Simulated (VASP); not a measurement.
# SnO (P4/nmm) in VASP: a series of runs

The runs below take SnO through dielectric tensor, vibrations by perturbation theory, with PBEsol.

All numbers are computed with VASP 6.6.1; they aren't measurements. Logs are shortened: lines on timing, memory, paths and dates and some standing lists are left out, and cuts for length are marked.

### Step 1. The cell of the first run

It takes space group P4/nmm (No. 129, tetragonal). The conventional cell has a = 3.814 Å, b = 3.814 Å, c = 4.887 Å, α = 90.00°, β = 90.00°, γ = 90.00°. Sn (site symmetry 4mm) has 4 O at 2.23 Å within 2.9 Å. Within 2.9 Å of O (site symmetry -4m2) lie 4 Sn at 2.23 Å and 4 O at 2.70 Å.

### Step 2. Dielectric tensor, PBEsol

INCAR

```
SYSTEM = SnO
ALGO = Normal ; EDIFF = 1E-8
ENCUT = 520 ; GGA = PS
ISIF = 2 ; ISMEAR = 0
LASPH = .True. ; LCHARG = .False.
LEPSILON = .True. ; LREAL = .False.
LWAVE = .False. ; NELM = 60
PREC = Accurate ; SIGMA = 0.01
```

KPOINTS

```
k-points
0
Gamma
  6 6 6
  0 0 0
```

POSCAR

```
SnO
1.0
    3.8136952200      0.0000000000      0.0000000000
    0.0000000000      3.8136952200      0.0000000000
    0.0000000000      0.0000000000      4.8869133000
Sn O
2 2
Direct
    0.5000000000      0.0000000000      0.7646261400
    0.0000000000      0.5000000000      0.2353738600
    0.0000000000      0.0000000000      0.0000000000
    0.5000000000      0.5000000000      0.0000000000
```

Potentials or basis: VASP PAW PBE potentials, release 64 (Sn_d, O).

The run is started by

```console
$ cat potpaw_PBE.64/Sn_d/POTCAR potpaw_PBE.64/O/POTCAR > POTCAR
$ mpirun -np 1 vasp_std > vasp.out
```

OUTCAR:

```text
SYSTEM = SnO
   EDIFF = 1E-8
   ENCUT = 520
   GGA = PS
   ISIF = 2
   ISMEAR = 0
   LASPH = .True.
   LEPSILON = .True.
   LREAL = .False.
   NELM = 60
   PREC = Accurate

 ion  position               nearest neighbor table
   1  0.500  0.000  0.765-   3 2.23   4 2.23   4 2.23   3 2.23   2 3.54   2 3.54   2 3.54   2 3.54
                             2 3.74   2 3.74   2 3.74   2 3.74
   2  0.000  0.500  0.235-   3 2.23   4 2.23   3 2.23   4 2.23   1 3.54   1 3.54   1 3.54   1 3.54
                             1 3.74   1 3.74   1 3.74   1 3.74
   3  0.000  0.000  0.000-   1 2.23   2 2.23   2 2.23   1 2.23
   4  0.500  0.500  0.000-   1 2.23   2 2.23   1 2.23   2 2.23

  LATTYP: Found a simple tetragonal cell.
 ALAT       =     3.8136952200
 C/A-ratio  =     1.2814116016

  Lattice vectors:

 A1 = (   3.8136952200,   0.0000000000,   0.0000000000)
 A2 = (   0.0000000000,   3.8136952200,   0.0000000000)
 A3 = (   0.0000000000,   0.0000000000,   4.8869133000)

Analysis of symmetry for initial positions (statically):
=====================================================================
 Subroutine PRICEL returns:
 Original cell was already a primitive cell.

 Routine SETGRP: Setting up the symmetry group for a
 simple tetragonal supercell.

 Subroutine GETGRP returns: Found 16 space group operations
 (whereof  8 operations were pure point group operations)
 out of a pool of 16 trial point group operations.

The static configuration has the point symmetry D_2d.
 The point group associated with its full space group is D_4h.

Analysis of symmetry for dynamics (positions and initial velocities):
=====================================================================
 Subroutine PRICEL returns:
 Original cell was already a primitive cell.

 Routine SETGRP: Setting up the symmetry group for a
 simple tetragonal supercell.

 Subroutine GETGRP returns: Found 16 space group operations
 (whereof  8 operations were pure point group operations)
 out of a pool of 16 trial point group operations.

The dynamic configuration has the point symmetry D_2d.
 The point group associated with its full space group is D_4h.

 Subroutine INISYM returns: Found 16 space group operations
 (whereof  8 operations are pure point group operations),
 and found     1 'primitive' translations

----------------------------------------------------------------------------------------

                                     Primitive cell

  volume of cell :      71.0766

  direct lattice vectors                    reciprocal lattice vectors
     3.813695220  0.000000000  0.000000000     0.262212878  0.000000000  0.000000000
     0.000000000  3.813695220  0.000000000     0.000000000  0.262212878  0.000000000
     0.000000000  0.000000000  4.886913300     0.000000000  0.000000000  0.204628144

  length of vectors
     3.813695220  3.813695220  4.886913300     0.262212878  0.262212878  0.204628144

  position of ions in fractional coordinates (direct lattice)
     0.500000000  0.000000000  0.764626140
     0.000000000  0.500000000  0.235373860
     0.000000000  0.000000000  0.000000000
     0.500000000  0.500000000  0.000000000

  ion indices of the primitive-cell ions
   primitive index   ion index
                 1           1
                 2           2
                 3           3
                 4           4

----------------------------------------------------------------------------------------

 KPOINTS: k-points

Automatic generation of k-mesh.
[... 89 lines left out ...]
  Thomas-Fermi vector in A             =   2.479021
   LORBIT       =      0    0 simple, 1 ext, 2 COOP (PROOUT), +10 PAW based schemes
   GGA     = PS    functional components
   LHFCALC =     F    Hartree Fock is set to
   AEXX    =    0.0000 exact exchange contribution
   IVDW    =     0    specifies the selected vdW correction
   LEPSILON=     T    determine dielectric tensor
   LRPA    =     F    only Hartree local field effects (RPA)
 non-spin polarized calculation
 Gauss-broadening in eV      SIGMA  =   0.01
  energy-cutoff  :      520.00
  volume of cell :       71.08
 maximum number of plane-waves:      1936
   NGX = 15   NGY = 15   NGZ = 19

--------------------------------------- Ionic step        1  -------------------------------------------

 number of electron      39.9999978 magnetization

 E-fermi :   6.8762     XC(G=0): -10.4020

 val. band max:        6.8199847685   @ k =   0.0000   0.0000   0.0000
 cond. band min:       6.9557367627   @ k =   0.5000   0.5000   0.0000
 fundamental gap:      0.1357519942
 Fermi energy:         6.8761982792

 k-point     1 :       0.0000    0.0000    0.0000
  band No.  band energies     occupation
      1     -15.0464      2.00000
      2     -14.6045      2.00000
      3     -14.6045      2.00000
      4     -14.6023      2.00000
      5     -14.5564      2.00000
      6     -14.5503      2.00000
[... 637 lines left out ...]
     23      12.3794      0.00000
     24      12.3794      0.00000

 [... further k-points ...]

  FORCE on cell =-STRESS in cart. coord.  units (eV):
  Direction    XX          YY          ZZ          XY          YZ          ZX
  --------------------------------------------------------------------------------------
  -------------------------------------------------------------------------------------
  Total       -0.1090072     -0.1090072     -0.1670702      0.0000000     -0.0000000      0.0000000
  in kB       -2.4571928     -2.4571928     -3.7660226      0.0000000     -0.0000000      0.0000000
  external PRESSURE =      -2.8934694 kB  Pullay stress =       0.0000000 kB

 VOLUME and BASIS-vectors are now :
 -----------------------------------------------------------------------------
  energy-cutoff  :      520.00
  volume of cell :       71.08
      direct lattice vectors                 reciprocal lattice vectors
     3.813695220  0.000000000  0.000000000     0.262212878  0.000000000  0.000000000
     0.000000000  3.813695220  0.000000000     0.000000000  0.262212878  0.000000000
     0.000000000  0.000000000  4.886913300     0.000000000  0.000000000  0.204628144

 POSITION                                       TOTAL-FORCE (eV/Angst)
 -----------------------------------------------------------------------------------
      1.90685      0.00000      3.73666         0.000000     -0.000000     -0.154799
      0.00000      1.90685      1.15025         0.000000     -0.000000      0.154799
      0.00000      0.00000      0.00000         0.000000     -0.000000      0.000000
      1.90685      1.90685      0.00000         0.000000      0.000000      0.000000
 -----------------------------------------------------------------------------------
    total drift:                                0.000000      0.000000      0.000000

  FREE ENERGIE OF THE ION-ELECTRON SYSTEM (eV)
  ---------------------------------------------------
  free  energy   TOTEN  =       -24.2069518537 eV

  energy  without entropy=      -24.2069518537  energy(sigma->0) =      -24.20695185

 HEAD OF MICROSCOPIC STATIC DIELECTRIC TENSOR (INDEPENDENT PARTICLE, excluding Hartree and local field effects)
 ------------------------------------------------------
           8.973093     0.000000    -0.000000
           0.000000     8.973093     0.000000
           0.000000     0.000000     7.412953
 ------------------------------------------------------

 Free energy of the ion-electron system (eV)
  ---------------------------------------------------
  ---------------------------------------------------
  free energy    TOTEN  =        -1.56054315 eV

  energy without entropy =       -1.56054315

------------------------ aborting loop because EDIFF is reached ----------------------------------------

--------------------------------------- Ionic step        2  -------------------------------------------

------------------------ aborting loop because EDIFF is reached ----------------------------------------

--------------------------------------- Ionic step        3  -------------------------------------------

 Free energy of the ion-electron system (eV)
  ---------------------------------------------------
  ---------------------------------------------------
  free energy    TOTEN  =        -1.29309278 eV

  energy without entropy =       -1.29309278

------------------------ aborting loop because EDIFF is reached ----------------------------------------

 PIEZOELECTRIC TENSOR FIELD DIRECTION 3  (e Angst)
 -----------------------------------------------------------------------------
    -0.00446  0.00000  0.00000           ( -0.00002  0.00000  0.00000)
     0.00000 -0.00446  0.00000           (  0.00000 -0.00002  0.00000)
     0.00000  0.00000  0.02028           (  0.00000  0.00000 -0.00000)

 PIEZOELECTRIC TENSOR FIELD DIRECTION 3  (C/m^2)
 -----------------------------------------------------------------------------
    -0.00101  0.00000  0.00000
     0.00000 -0.00101  0.00000
     0.00000  0.00000  0.00457

 MACROSCOPIC STATIC DIELECTRIC TENSOR (including local field effects in DFT)
 ------------------------------------------------------
           8.304474     0.000000     0.000000
           0.000000     8.304474     0.000000
          -0.000000     0.000000     7.170890
 ------------------------------------------------------

 PIEZOELECTRIC TENSOR (including local field effects)  for field in x, y, z        (e  Angst)
          XX          YY          ZZ          XY          YZ          ZX
  --------------------------------------------------------------------------------
  x     0.00000    -0.00000     0.00000     0.00000     0.00000     0.00000
  y     0.00000     0.00000     0.00000     0.00000     0.00000     0.00000
  z     0.00000     0.00000     0.00000     0.00000     0.00000     0.00000

 PIEZOELECTRIC TENSOR (including local field effects)  for field in x, y, z        (C/m^2)
          XX          YY          ZZ          XY          YZ          ZX
  --------------------------------------------------------------------------------
  x     0.00000    -0.00000     0.00000     0.00000     0.00000     0.00000
  y     0.00000     0.00000     0.00000     0.00000     0.00000     0.00000
  z     0.00000     0.00000     0.00000     0.00000     0.00000     0.00000

 BORN EFFECTIVE CHARGES (including local field effects) (in |e|, cummulative output)
 ---------------------------------------------------------------------------------
 ion    1
    1     3.09544     0.00000     0.00000
    2     0.00000     3.09544     0.00000
    3     0.00000     0.00000     2.90186
 ion    2
    1     3.09544     0.00000     0.00000
    2     0.00000     3.09544     0.00000
    3     0.00000     0.00000     2.90186
 ion    3
    1    -3.09544     0.00000     0.00000
    2     0.00000    -3.09544     0.00000
    3     0.00000     0.00000    -2.90186
 ion    4
    1    -3.09544     0.00000     0.00000
    2     0.00000    -3.09544     0.00000
    3     0.00000     0.00000    -2.90186
```

It took 6.2 min on 1 thread of Intel Xeon 6975P-C (Granite Rapids), shared host; peak memory 0.41 GiB.

Results:

```yaml
Band_gap_on_the_k_mesh: 0.14 eV, indirect (least direct gap 1.96 eV)
Electronic_dielectric_tensor_diagonal: 8.30, 8.30, 7.17
Born_charges_mean_of_the_diagonal: Sn +3.03; O -3.03 e
```

Electronic dielectric tensor:
```
8.30 0.00 0.00
0.00 8.30 0.00
0.00 0.00 7.17
```

Born effective charge tensors (e):
atom 1, Sn
```
3.10 0.00 0.00
0.00 3.10 0.00
0.00 0.00 2.90
```
atom 2, Sn
```
3.10 0.00 0.00
0.00 3.10 0.00
0.00 0.00 2.90
```
atom 3, O
```
-3.10  0.00  0.00
 0.00 -3.10  0.00
 0.00  0.00 -2.90
```
atom 4, O
```
-3.10  0.00  0.00
 0.00 -3.10  0.00
 0.00  0.00 -2.90
```

Caveat: the gap is small at this level, which inflates the dielectric constant; the PAW data sets were made with another functional, which shifts forces and pressure a little; spin-orbit coupling is left out, which moves the levels of the heavy elements. A k mesh can miss the band edges.

### Step 3. Vibrations by perturbation theory, PBEsol

INCAR

```
ALGO     = Normal         # electronic algorithm
EDIFF    = 1E-8           # SCF threshold, eV
ENCUT    = 520            # plane-wave cutoff, eV
GGA      = PS             # functional
IBRION   = 8              # ionic algorithm
ISIF     = 2              # what is computed and relaxed
ISMEAR   = 0              # smearing method
LASPH    = True           # aspherical terms in the spheres
LCHARG   = False          # write CHGCAR
LEPSILON = True           # dielectric tensor by DFPT
LREAL    = False          # projectors in reciprocal space
LWAVE    = False          # write WAVECAR
NELM     = 60             # most SCF steps
NSW      = 1              # ionic steps
PREC     = Accurate       # precision mode
SIGMA    = 0.01           # smearing width, eV
```

KPOINTS

```
k-points
0
Gamma
  6 6 6
```

POSCAR is that of step 2.

Potentials or basis: VASP PAW PBE potentials, release 64 (Sn_d, O).

The run is started by

```console
$ cat potpaw_PBE.64/Sn_d/POTCAR potpaw_PBE.64/O/POTCAR > POTCAR
$ mpirun -np 1 vasp_std > vasp.out
```

OUTCAR:

```text
EDIFF = 1E-8
   ENCUT = 520
   GGA = PS
   IBRION = 8
   ISIF = 2
   ISMEAR = 0
   LASPH = True
   LEPSILON = True
   LREAL = False
   NELM = 60
   NSW = 1
   PREC = Accurate

 ion  position               nearest neighbor table
   1  0.500  0.000  0.765-   3 2.23   4 2.23   4 2.23   3 2.23   2 3.54   2 3.54   2 3.54   2 3.54
                             2 3.74   2 3.74   2 3.74   2 3.74
   2  0.000  0.500  0.235-   3 2.23   4 2.23   3 2.23   4 2.23   1 3.54   1 3.54   1 3.54   1 3.54
                             1 3.74   1 3.74   1 3.74   1 3.74
   3  0.000  0.000  0.000-   1 2.23   2 2.23   2 2.23   1 2.23
[... 1082 lines left out ...]
      0.000000  1.906848  1.150252    -0.485261    0.453119    0.000000
      0.000000  0.000000  0.000000    -0.177843    0.166063    0.000000
      1.906848  1.906848  0.000000    -0.177843    0.166063    0.000000

--------------------------------------------------------------------------------------------------------

 MACROSCOPIC STATIC DIELECTRIC TENSOR IONIC CONTRIBUTION
 ------------------------------------------------------
          13.325347     0.000000    -0.000000
           0.000000    13.325347     0.000000
          -0.000000     0.000000     5.915275
 ------------------------------------------------------

 ELASTIC MODULI CONTR FROM IONIC RELAXATION (kBar)
 Direction    XX          YY          ZZ          XY          YZ          ZX
 --------------------------------------------------------------------------------
 XX        -618.5924    -21.2238   -505.6936      0.0000     -0.0000     -0.0000
 YY         -21.2238   -618.5924   -505.6936      0.0000     -0.0000     -0.0000
 ZZ        -505.6936   -505.6936   -799.3734      0.0000     -0.0000     -0.0000
 XY           0.0000      0.0000      0.0000      0.0000      0.0000      0.0000
 YZ          -0.0000     -0.0000     -0.0000      0.0000   -255.2025     -0.0000
 ZX          -0.0000     -0.0000     -0.0000      0.0000     -0.0000   -337.4270
 --------------------------------------------------------------------------------

 PIEZOELECTRIC TENSOR IONIC CONTR  for field in x, y, z        (C/m^2)
          XX          YY          ZZ          XY          YZ          ZX
  --------------------------------------------------------------------------------
  x    -0.00000     0.00000     0.00000     0.00000    -0.00000     0.00000
  y     0.00000    -0.00000    -0.00000     0.00000     0.00000    -0.00000
  z     0.00000    -0.00000     0.00000     0.00000     0.00000    -0.00000
```

stdout:

```text
POSCAR found type information on POSCAR SnO
 POSCAR found :  2 types and       4 ions
 scaLAPACK will be used
 -----------------------------------------------------------------------------
|                                                                             |
|                                                                             |
[... 106 lines left out ...]
 onal to |phi(0)> (1.898870311860534E-004,4.343574111498327E-014)
 LRF_COMMUTATOR internal error: the vector H(1)-e(1) S(1) |phi(0)> is not orthog
 onal to |phi(0)> (-1.138202723077741E-004,6.774095173689432E-015)
 LRF_COMMUTATOR internal error: the vector H(1)-e(1) S(1) |phi(0)> is not orthog
 onal to |phi(0)> (1.138202723397624E-004,-9.098624631498353E-015)
 LRF_COMMUTATOR internal error: the vector H(1)-e(1) S(1)
```

It took 34 min on 1 thread of AMD EPYC 7R43 (Zen 3), shared host; peak memory 0.55 GiB.

What came out:

```
Electronic dielectric tensor (diagonal)                 : 8.30, 8.30, 7.17
Born charges (mean of the diagonal)                     : Sn +3.03; O -3.03 e
Highest phonon frequency at Γ, LO-TO splitting left out : 455 cm⁻¹
```

Phonon frequencies in cm⁻¹ (negative: imaginary):
```
              q point                                frequencies
(0.000, 0.000, 0.000)  0 0 0 112 112 208 266 266 345 374 455 455
```

Electronic dielectric tensor:
```
8.30 0.00 0.00
0.00 8.30 0.00
0.00 0.00 7.17
```

Born effective charge tensors (e):
atom 1, Sn
```
3.10 0.00 0.00
0.00 3.10 0.00
0.00 0.00 2.90
```
atom 2, Sn
```
3.10 0.00 0.00
0.00 3.10 0.00
0.00 0.00 2.90
```
atom 3, O
```
-3.10  0.00  0.00
 0.00 -3.10  0.00
 0.00  0.00 -2.90
```
atom 4, O
```
-3.10  0.00  0.00
 0.00 -3.10  0.00
 0.00  0.00 -2.90
```

Caveat: the PAW data sets were made with another functional, which shifts forces and pressure a little; spin-orbit coupling is left out, which moves the levels of the heavy elements.
